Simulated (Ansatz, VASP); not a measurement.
**One calculation of InAs, two programs**

Contents of INCAR:

```
SYSTEM = InAs
  PREC = Accurate
  ENCUT = 500
  EDIFF = 1E-6
  ISMEAR = -1
  SIGMA = 0.02
  LREAL = .FALSE.
  LASPH = .TRUE.
  NELM = 120
  ALGO = Normal
  ISIF = 2
  LWAVE = .FALSE.
  LCHARG = .TRUE.
  GGA = RP
  LELF = .TRUE.
  LVHAR = .TRUE.
  NBANDS = 16
  GGA_COMPAT = .FALSE.
```

KPOINTS

```
regular mesh
0
G
  6 6 6
  0 0 0
```

POSCAR

```
InAs
1.0
    0.0000000000      2.9978800000      3.0180000000
    2.9978800000      0.0000000000      3.0180000000
    2.9978800000      2.9978800000      0.0000000000
In As
1 1
Direct
    0.0000000000      0.0000000000      0.0000000000
    0.2500000000      0.2500000000      0.2500000000
```

Input for Ansatz:

```yaml
crystal:
  lattice:
    - [0.0, 2.99788, 3.018]
    - [2.99788, 0.0, 3.018]
    - [2.99788, 2.99788, 0.0]
  atoms:
    - { symbol: In, position: [0.0, 0.0, 0.0] }
    - { symbol: As, position: [0.25, 0.25, 0.25] }
accuracy: low
basis:
  ecutwfc: 420.0
  xc_grid: 3
kpoints:
  mp_grid:
    grid: [6, 6, 6]
hamiltonian:
  xc: rpbe
scf:
  n_extra_bands: 16
  convergence:
    dr2_threshold: 1.0e-08
  occupations:
    method: fermi_dirac
    width: 0.02
output:
  stress: true
```

Alike in both runs: task single point; functional RPBE; k mesh 6 × 6 × 6; occupations fermi-dirac, width 0.02 eV; no spin polarisation.

```csv
,VASP,Ansatz
version,VASP 6.6.1,Ansatz 0.2.0
potentials or method,"VASP PAW PBE potentials, release 64 (In_d, As), cutoff 500 eV","plane waves, PAW"
valence electrons in the cell,18,28
```

VASP gave:

```
pressure (GPa)                                                : 7.1
traceless stress, the component that is largest in VASP (GPa) : -0.12
```

Task: What did Ansatz give for the same quantities?

Result: Pressure (GPa): 7.0; traceless stress, the component that is largest in VASP (GPa): -0.12.

VASP's potentials were made for PBE, not for RPBE. VASP's potentials hold 18 valence electrons a cell and Ansatz's 28, so a difference there can come from the potentials and not from the codes. Ansatz's warnings: stress scf threshold loose.
